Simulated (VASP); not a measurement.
# Li2S: relaxation of cell and atoms with LDA

The system is Li2S.

```
CELL_PARAMETERS angstrom
0.00000 2.84450 2.84450
2.84450 0.00000 2.84450
2.84450 2.84450 0.00000
ATOMIC_POSITIONS crystal
Li 0.25000 0.25000 0.25000
Li 0.75000 0.75000 0.75000
S 0.00000 0.00000 0.00000
```

| Quantity | Value |
| --- | --- |
| Program | VASP 6.6.1 |
| Task | relaxation of cell and atoms |
| Functional | LDA |
| Potentials or basis | VASP PAW LDA potentials, release 64 (Li_sv, S) |
| Cutoff | 750 eV |
| k mesh | 6 × 6 × 6 |
| Occupations | gaussian, width 0.01 eV |
| Spin | no spin polarisation |
| Dipole correction | no |
| Further INCAR settings | ALGO = Normal; EDIFF = 1e-07; IBRION = 2; EDIFFG = -0.02; NSW = 80; ISIF = 3 |

```yaml
Relaxed_volume: 14.38 Å³/atom
Relaxed_cell: a = 3.936 Å, b = 3.936 Å, c = 3.936 Å, α = 60.00°, β = 60.00°, γ = 60.00°
Space_group_after_relaxing_to_0.1_Å: Fm-3m (No. 225)
Energy_gained_by_relaxing: 8.9 meV/atom
Ionic_steps: 3
Pressure_after_relaxing: -0.1 GPa
Band_gap_on_the_k_mesh: 3.12 eV (least direct gap 4.43 eV)
```

The path:
```
step  energy change (eV)  largest force (eV/Å)  pressure (GPa)  volume (Å³)
   1              0.0000                0.0000           -2.73        46.03
   2             -0.0217                0.0000           -1.26        44.31
   3             -0.0266                0.0000           -0.07        43.13
```

Final structure:
```
CELL_PARAMETERS angstrom
0.00000 2.78352 2.78352
2.78352 0.00000 2.78352
2.78352 2.78352 0.00000
ATOMIC_POSITIONS crystal
Li 0.25000 0.25000 0.25000
Li 0.75000 0.75000 0.75000
S 0.00000 0.00000 0.00000
```

Levels at points of the mesh, in eV from the valence-band top:
| k point | band 4 | band 5 | band 6 | band 7 | band 8 | band 9 |
| --- | --- | --- | --- | --- | --- | --- |
| (0.00, 0.00, 0.00) | 0.00 | 0.00 | 0.00 | 4.43 | 6.04 | 6.04 |
| (0.50, 0.00, 0.00) | -3.17 | -0.58 | -0.58 | 6.26 | 6.40 | 6.40 |
| (0.50, 0.50, 0.00) | -2.34 | -1.61 | -1.61 | 3.12 | 7.16 | 11.33 |

Run time: 35 s on 1 thread of Intel Xeon 8259CL (shared host), peak memory 0.18 GiB.

A k mesh can miss the band edges. As with any semilocal functional, this LDA gap is likely too small.
